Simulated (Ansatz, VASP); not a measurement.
One calculation of LiH, two programs

```
Li H
1.0
     0.00000    2.03855    2.03855
     2.03855    0.00000    2.03855
     2.03855    2.03855    0.00000
Li H
1 1
Cartesian
  0.0000 0.0000 0.0000
  2.0385 2.0385 2.0385
```

Alike in both runs: task single point; functional PBE; k mesh 8 × 8 × 8; occupations gaussian, width 0.05 eV; no spin polarisation.

|  | VASP | Ansatz |
| --- | --- | --- |
| version | VASP 6.6.1 | Ansatz 0.2.0 |
| potentials or method | VASP PAW PBE potentials, release 64 (Li_sv, H), cutoff 750 eV | scalar-relativistic, plane waves, PAW |
| valence electrons in the cell | 4 | 4 |

```tsv
	VASP	Ansatz	Ansatz less VASP
gap on the k mesh at the Fermi level (eV)	3.02	3.02	+0.005
least direct gap on the mesh (eV)	3.02	3.02	+0.005
pressure (GPa)	-1.9	-1.7	+0.17
```

With one functional, cell and mesh, what is left measures potentials, basis and numerics.
